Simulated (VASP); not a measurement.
A run of VASP 6.6.1 is set up as follows.

Contents of INCAR:

```
  ALGO = Normal
  EDIFF = 1E-6
  ENCUT = 520
  GGA = PE
  ISIF = 2
  ISMEAR = 0
  LASPH = T
  LCHARG = F
  LREAL = F
  LWAVE = F
  NBANDS = 34
  NELM = 60
  PREC = Accurate
  SIGMA = 0.1
```

KPOINTS

```
k-points
0
Gamma
  2 6 4
```

POSCAR

```
Se
1.0
    9.7419973012      0.0000000000      0.0000000000
    0.0000000000      4.2483640794      0.0000000000
    0.0000000000      0.0000000000      6.3307029730
Se
8
Direct
    0.1550918791      0.2500000000      0.5135014696
    0.3449081209      0.7500000000      0.0135014696
    0.6550918791      0.2500000000      0.9864985304
    0.8449081209      0.7500000000      0.4864985304
   -0.0008730690      0.7500000000      0.7385056803
    0.5008730690      0.2500000000      0.2385056803
    0.4991269310      0.7500000000      0.7614943197
    1.0008730690      0.2500000000      0.2614943197
```

Potentials or basis: VASP PAW PBE potentials, release 64 (Se).

Command:

```console
$ cat potpaw_PBE.64/Se/POTCAR > POTCAR
$ mpirun -np 1 vasp_std > vasp.out
```

(1) Predict the band gap on the k mesh.

(2) What does it give for the largest force?

(3) What does it give for the pressure?

## Answers

(1) 1.11 eV.

(2) 0.056 eV/Å.

(3) 0.2 GPa.
